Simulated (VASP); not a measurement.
Input of a VASP 6.6.1 run:

INCAR

```
PREC = Accurate
ENCUT = 520
EDIFF = 1E-6
ISMEAR = 0
SIGMA = 0.05
LREAL = False
LASPH = True
NELM = 100
ALGO = Normal
ISIF = 2
LWAVE = False
LCHARG = False
NBANDS = 11
```

The input KPOINTS:

```
regular mesh
0
Gamma
  12 12 12
```

Contents of POSCAR:

```
SiC
1.0
   -0.1039374373      2.1232933617      2.1232933617
    2.1232933617     -0.1039374373      2.1232933617
    2.1232933617      2.1232933617     -0.1039374373
Si C
1 1
Direct
    0.0000000000      0.0000000000      0.0000000000
    0.7500000000      0.7500000000      0.7500000000
```

Potentials or basis: VASP PAW LDA potentials, release 64 (Si, C).

The run is started by

```bash
$ cat potpaw_LDA.64/Si/POTCAR potpaw_LDA.64/C/POTCAR > POTCAR
$ mpirun -np 1 vasp_std > vasp.out
```

**Question.** Predict the pressure.

**Answer.** -0.8 GPa.

**Question.** What does it give for the band gap on the k mesh?

**Answer.** 0.99 eV, indirect (least direct gap 3.98 eV).

**Question.** What does it give for the largest force?

**Answer.** 0.965 eV/Å.

Forces in eV/Å, atoms in the order of the input:
```
Si   0.557  0.557  0.557
C   -0.557 -0.557 -0.557
```

 A k mesh can miss the band edges.
